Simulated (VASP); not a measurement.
Be6S, 7 atoms in the cell. Symmetry: I4/mmm, No. 139, tetragonal system. The conventional cell has a = 3.275 Å, b = 3.275 Å, c = 12.701 Å, α = 90.00°, β = 90.00°, γ = 90.00°. Within 2.8 Å of Be (site symmetry 2mm) lie 8 Be at 2.15 to 2.32 Å and 2 S at 2.37 Å. Within 2.8 Å of Be (site symmetry 4mm) lie 12 Be at 2.15 to 2.32 Å. Within 3.1 Å of S (site symmetry 4/mmm) lie 8 Be at 2.37 Å. 

| Item | Value |
| --- | --- |
| Program | VASP 6.6.1 |
| Task | single point |
| Functional | PBE |
| Potentials or basis | VASP PAW PBE potentials, release 64 (Be, S) |
| Cutoff | 520 eV |
| k mesh | 6 × 6 × 6 |
| Occupations | gaussian, width 0.2 eV |
| Spin | no spin polarisation |
| Dipole correction | no |
| Further INCAR settings | ALGO = Normal; EDIFF = 1e-06; NBANDS = 18 |

Potentials or basis: VASP PAW PBE potentials, release 64 (Be, S).

The run is started by

```sh
$ cat potpaw_PBE.64/Be/POTCAR potpaw_PBE.64/S/POTCAR > POTCAR
$ mpirun -np 1 vasp_std > vasp.out
```

Hardware: 1 thread of Intel(R) Xeon(R) 6975P-C (Granite Rapids), on a shared host.

How long does it take, and how much memory?

It took 53 s on 1 thread of Intel(R) Xeon(R) 6975P-C (Granite Rapids) (shared host), peak memory 0.32 GiB. Counts: scf iterations 14, k points 30.
